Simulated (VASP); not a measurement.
# W (P6/mmm) in VASP: a series of runs, part 2 of 2

VASP 6.6.1. Earlier steps stand in the parts before.

## 4. Single point, revPBE (15.37 Å³/atom)

This run uses another cell than the first one, of 15.37 Å³/atom.

The input, INCAR:

```
PREC = Accurate
ENCUT = 520
EDIFF = 1E-6
ISMEAR = -1
SIGMA = 0.1
LREAL = F
LASPH = T
NELM = 80
ALGO = Normal
ISIF = 2
LWAVE = F
LCHARG = T
GGA = RE
LELF = T
LVHAR = T
NBANDS = 28
```

The input, KPOINTS:

```
regular mesh
0
Gamma
  9 9 13
```

The input, POSCAR:

```
W
1.0
    4.5725913003      0.0000000000      0.0000000000
   -2.2862956502      3.9599802272      0.0000000000
    0.0000000000      0.0000000000      2.5461618529
W
3
Direct
    0.0000000000      1.0000000000      0.0000000000
    0.3333333333      0.6666666667      0.5000000000
    0.6666666667      0.3333333333      0.5000000000
```

Potentials or basis: VASP PAW PBE potentials, release 64 (W_sv).

On the command line:

```console
> cat potpaw_PBE.64/W_sv/POTCAR > POTCAR
> mpirun -np 1 vasp_std > vasp.out
```

OUTCAR:

```text
PREC = Accurate
   ENCUT = 520
   EDIFF = 1E-6
   ISMEAR = -1
   LREAL = F
   LASPH = T
   NELM = 80
   ISIF = 2
   GGA = RE

 ion  position               nearest neighbor table
   1  0.000  0.000  0.000-   2 2.93   3 2.93   2 2.93   3 2.93   3 2.93   3 2.93   2 2.93   2 2.93
                             3 2.93   3 2.93   2 2.93   2 2.93
   2  0.333  0.667  0.500-   3 2.64   3 2.64   3 2.64   1 2.93   1 2.93   1 2.93   1 2.93   1 2.93
                             1 2.93
   3  0.667  0.333  0.500-   2 2.64   2 2.64   2 2.64   1 2.93   1 2.93   1 2.93   1 2.93   1 2.93
                             1 2.93

  LATTYP: Found a hexagonal cell.
 ALAT       =     4.5725913003
 C/A-ratio  =     0.5568312770

  Lattice vectors:

 A1 = (   4.5725913003,   0.0000000000,   0.0000000000)
 A2 = (  -2.2862956502,   3.9599802272,   0.0000000000)
 A3 = (   0.0000000000,   0.0000000000,   2.5461618529)

Analysis of symmetry for initial positions (statically):
=====================================================================
 Subroutine PRICEL returns:
 Original cell was already a primitive cell.

 Routine SETGRP: Setting up the symmetry group for a
[... 168 lines left out ...]
  energy without entropy =      -35.52654480  energy(sigma->0) =      -35.58058123

 E-fermi :  11.7558     XC(G=0): -13.7530

 val. band max:       11.7485044065   @ k =   0.1111   0.0000   0.2308
 cond. band min:      11.7620212057   @ k =   0.1111   0.1111   0.4615
 fundamental gap:      0.0135167992
 Fermi energy:        11.7558175455

 k-point     1 :       0.0000    0.0000    0.0000
  band No.  band energies     occupation
      1     -62.1956      2.00000
      2     -62.0151      2.00000
      3     -61.8901      2.00000
      4     -26.6993      2.00000
      5     -26.6993      2.00000
      6     -26.6010      2.00000
[... 733 lines left out ...]
     27      15.8400      0.00000
     28      16.5954      0.00000

 [... further k-points ...]

------------------------ aborting loop because EDIFF is reached ----------------------------------------

  FORCE on cell =-STRESS in cart. coord.  units (eV):
  Direction    XX          YY          ZZ          XY          YZ          ZX
  --------------------------------------------------------------------------------------
  -------------------------------------------------------------------------------------
  Total        7.7240072      7.7240072      8.4687814     -0.0000000     -0.0000000      0.0000000
  in kB      268.4181274    268.4181274    294.2998867     -0.0000000     -0.0000000      0.0000000
  external PRESSURE =     277.0453805 kB  Pullay stress =       0.0000000 kB

 VOLUME and BASIS-vectors are now :
 -----------------------------------------------------------------------------
  energy-cutoff  :      520.00
  volume of cell :       46.10
      direct lattice vectors                 reciprocal lattice vectors
     4.572591300  0.000000000  0.000000000     0.218694376  0.126263257  0.000000000
    -2.286295650  3.959980227  0.000000000     0.000000000  0.252526513  0.000000000
     0.000000000  0.000000000  2.546161853     0.000000000  0.000000000  0.392748010

 POSITION                                       TOTAL-FORCE (eV/Angst)
 -----------------------------------------------------------------------------------
      0.00000      0.00000      0.00000        -0.000000      0.000000      0.000000
     -0.00000      2.63999      1.27308         0.000000     -0.000000     -0.000000
      2.28630      1.31999      1.27308        -0.000000      0.000000      0.000000
 -----------------------------------------------------------------------------------
    total drift:                                0.000000      0.000000     -0.000000

  FREE ENERGIE OF THE ION-ELECTRON SYSTEM (eV)
  ---------------------------------------------------
  free  energy   TOTEN  =       -35.6346176569 eV

  energy  without entropy=      -35.5265448001  energy(sigma->0) =      -35.58058123
```

stdout:

```text
POSCAR found type information on POSCAR W
 POSCAR found :  1 types and       3 ions
 scaLAPACK will be used
 -----------------------------------------------------------------------------
|                                                                             |
|                                                                             |
|     You enforced a specific xc type in the INCAR file but a different       |
|     I HOPE YOU KNOW WHAT YOU ARE DOING!                                     |
|                                                                             |
 -----------------------------------------------------------------------------

 LDA part: xc-table for (Slater+PW92), standard interpolation
 POSCAR, INCAR and KPOINTS ok, starting setup
 FFT: planning ... GRIDC
 FFT: planning ... GRID_SOFT
 FFT: planning ... GRID
 WAVECAR not read
 entering main loop
```

Wall time 2.8 min (1 thread of Intel Xeon 8259CL, shared host); peak memory 0.22 GiB.

What came out:

| Property | Result |
| --- | --- |
| Free energy | -35.6346 eV |
| Pressure | 27.7 GPa |
| Band gap on the k mesh | zero (bands 21 and 22 overlap by 0.81 eV) |

Levels at points of the mesh, in eV from the Fermi level:
```csv
k point,band 19,band 20,band 21,band 22,band 23,band 24
"(0.00, 0.00, 0.00)",-2.62,-2.47,-0.38,-0.38,2.29,2.29
```

Caveat: the cell stands under pressure; the PAW data sets were made with another functional, which shifts forces and pressure a little; spin-orbit coupling is left out, which moves the levels of the heavy elements.

## 5. Single point, revPBE (16.04 Å³/atom)

This run uses another cell than the first one, of 16.04 Å³/atom.

The input, INCAR:

```
SYSTEM = W
PREC = Accurate
ENCUT = 520
EDIFF = 1E-6
ISMEAR = -1
SIGMA = 0.1
LREAL = .False.
LASPH = .True.
NELM = 80
ALGO = Normal
ISIF = 2
LWAVE = .False.
LCHARG = .False.
GGA = RE
NBANDS = 28
```

The input, KPOINTS:

```
Automatic mesh
0
Gamma
  9 9 13
  0 0 0
```

The input, POSCAR:

```
W
1.0
    4.6379228598      0.0000000000      0.0000000000
   -2.3189614299      4.0165590174      0.0000000000
    0.0000000000      0.0000000000      2.5825405086
W
3
Direct
    0.0000000000      1.0000000000      0.0000000000
    0.3333333333      0.6666666667      0.5000000000
    0.6666666667      0.3333333333      0.5000000000
```

Potentials or basis: VASP PAW PBE potentials, release 64 (W_sv).

On the command line:

```console
> cat potpaw_PBE.64/W_sv/POTCAR > POTCAR
> mpirun -np 1 vasp_std > vasp.out
```

OUTCAR:

```text
SYSTEM = W
   PREC = Accurate
   ENCUT = 520
   EDIFF = 1E-6
   ISMEAR = -1
   LREAL = .False.
   LASPH = .True.
   NELM = 80
   ISIF = 2
   GGA = RE

 ion  position               nearest neighbor table
   1  0.000  0.000  0.000-   2 2.97   3 2.97   2 2.97   3 2.97   3 2.97   3 2.97   2 2.97   2 2.97
                             3 2.97   3 2.97   2 2.97   2 2.97
   2  0.333  0.667  0.500-   3 2.68   3 2.68   3 2.68   1 2.97   1 2.97   1 2.97   1 2.97   1 2.97
                             1 2.97
   3  0.667  0.333  0.500-   2 2.68   2 2.68   2 2.68   1 2.97   1 2.97   1 2.97   1 2.97   1 2.97
                             1 2.97

  LATTYP: Found a hexagonal cell.
 ALAT       =     4.6379228598
 C/A-ratio  =     0.5568312770

  Lattice vectors:

 A1 = (   4.6379228598,   0.0000000000,   0.0000000000)
 A2 = (  -2.3189614299,   4.0165590174,   0.0000000000)
 A3 = (   0.0000000000,   0.0000000000,   2.5825405086)

Analysis of symmetry for initial positions (statically):
=====================================================================
 Subroutine PRICEL returns:
 Original cell was already a primitive cell.

 Routine SETGRP: Setting up the symmetry group for a
 hexagonal supercell.

[... 168 lines left out ...]
 E-fermi :  11.1347     XC(G=0): -13.5101

 val. band max:       11.1217690752   @ k =   0.1111   0.1111   0.4615
 cond. band min:      11.1359518200   @ k =   0.2222   0.1111   0.3846
 fundamental gap:      0.0141827448
 Fermi energy:        11.1347149888

 k-point     1 :       0.0000    0.0000    0.0000
  band No.  band energies     occupation
      1     -62.8807      2.00000
      2     -62.6895      2.00000
      3     -62.5810      2.00000
      4     -27.2868      2.00000
      5     -27.2868      2.00000
      6     -27.2287      2.00000
[... 733 lines left out ...]
     27      15.0251      0.00000
     28      15.7230      0.00000

 [... further k-points ...]

------------------------ aborting loop because EDIFF is reached ----------------------------------------

  FORCE on cell =-STRESS in cart. coord.  units (eV):
  Direction    XX          YY          ZZ          XY          YZ          ZX
  --------------------------------------------------------------------------------------
  -------------------------------------------------------------------------------------
  Total        3.7646758      3.7646758      3.9647682      0.0000000      0.0000000      0.0000000
  in kB      125.3756930    125.3756931    132.0394068      0.0000000      0.0000000      0.0000000
  external PRESSURE =     127.5969310 kB  Pullay stress =       0.0000000 kB

 VOLUME and BASIS-vectors are now :
 -----------------------------------------------------------------------------
  energy-cutoff  :      520.00
  volume of cell :       48.11
      direct lattice vectors                 reciprocal lattice vectors
     4.637922860  0.000000000  0.000000000     0.215613763  0.124484664  0.000000000
    -2.318961430  4.016559017  0.000000000     0.000000000  0.248969328  0.000000000
     0.000000000  0.000000000  2.582540509     0.000000000  0.000000000  0.387215611

 POSITION                                       TOTAL-FORCE (eV/Angst)
 -----------------------------------------------------------------------------------
      0.00000      0.00000      0.00000         0.000000      0.000000     -0.000000
     -0.00000      2.67771      1.29127         0.000000     -0.000000      0.000000
      2.31896      1.33885      1.29127        -0.000000      0.000000     -0.000000
 -----------------------------------------------------------------------------------
    total drift:                                0.000000      0.000000     -0.000000

  FREE ENERGIE OF THE ION-ELECTRON SYSTEM (eV)
  ---------------------------------------------------
  free  energy   TOTEN  =       -35.8855666285 eV

  energy  without entropy=      -35.7735163725  energy(sigma->0) =      -35.82954150
```

It took 2.4 min on 1 thread of Intel Xeon 8259CL, shared host; peak memory 0.22 GiB.

Results:

```
Free energy            : -35.8856 eV
Pressure               : 12.8 GPa
Band gap on the k mesh : zero (bands 21 and 22 overlap by 0.77 eV)
```

Stress tensor (GPa, compression positive):
```
12.54  0.00  0.00
 0.00 12.54  0.00
 0.00  0.00 13.20
```

Caveat: the cell stands under pressure; the PAW data sets were made with another functional, which shifts forces and pressure a little; spin-orbit coupling is left out, which moves the levels of the heavy elements.

## 6. The runs side by side

```csv
cell,k mesh,gap on the mesh (eV),pressure (GPa)
"a = 4.701, b = 4.701, c = 2.618 Å, angles 90.0, 90.0, 120.0°, 3 atoms",8 × 8 × 11,none,0.5
"a = 4.505, b = 4.505, c = 2.509 Å, angles 90.0, 90.0, 120.0°, 3 atoms",9 × 9 × 13,none,46.0
"a = 4.573, b = 4.573, c = 2.546 Å, angles 90.0, 90.0, 120.0°, 3 atoms",9 × 9 × 13,none,27.7
"a = 4.638, b = 4.638, c = 2.583 Å, angles 90.0, 90.0, 120.0°, 3 atoms",9 × 9 × 13,none,12.8
```

Alike in all rows: task single point; level revPBE; potentials or basis VASP PAW PBE potentials, release 64 (W_sv); no spin polarisation; cutoff (eV) 520; smearing fermi-dirac 0.1 eV.

Caveats: the PAW data sets were made with another functional, which shifts forces and pressure a little; spin-orbit coupling is left out, which moves the levels of the heavy elements; the cell stands under pressure (at least some runs); the stress differs along the axes, from 44 to 49 GPa (at least some runs).

Total energies depend on the potentials used, so only differences within one code and one set of settings carry meaning.
